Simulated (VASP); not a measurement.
Wanted: the native input for a VASP 6.6.1 run.

| Item | Value |
| --- | --- |
| Task | single point |
| Functional | PBE |
| Potentials or basis | VASP PAW PBE potentials, release 64 (Mg, O) |
| Cutoff | 520 eV |
| k mesh | 9 × 9 × 4 |
| Occupations | gaussian, width 0.01 eV |
| Spin | no spin polarisation |
| Dipole correction | no |
| Further INCAR settings | ALGO = Normal; EDIFF = 1e-06; NBANDS = 16 |

The structure of MgO lies in POSCAR:

```
MgO
1.0
    2.8976817450      0.0000000000      0.0000000000
   -1.4488408725      2.5094660032      0.0000000000
    0.0000000000      0.0000000000      5.0514305709
Mg O
2 2
Direct
    0.0000000000      0.0000000000      0.0000000000
    0.0000000000      0.0000000000      0.5000000000
    0.3333333333      0.6666666667      0.2500000000
    0.6666666667      0.3333333333      0.7500000000
```

This cell differs from its parent crystal: volume changed by -6%.

One way to write it, as run:

INCAR

```
  PREC = Accurate
  ENCUT = 520
  EDIFF = 1E-6
  ISMEAR = 0
  SIGMA = 0.01
  LREAL = F
  LASPH = T
  NELM = 80
  ALGO = Normal
  ISIF = 2
  LWAVE = F
  LCHARG = F
  GGA = PE
  NBANDS = 16
```

KPOINTS

```
regular mesh
0
Gamma
  9 9 4
```

Potentials or basis: VASP PAW PBE potentials, release 64 (Mg, O).

Launch:

```bash
$ cat potpaw_PBE.64/Mg/POTCAR potpaw_PBE.64/O/POTCAR > POTCAR
$ mpirun -np 1 vasp_std > vasp.out
```

It gave:

| Property | Result |
| --- | --- |
| Pressure | 9.5 GPa |
| Band gap on the k mesh | 4.70 eV, direct |

It took 17 s on 1 thread of Intel Xeon 6975P-C, on a shared host, peak memory 0.16 GiB.
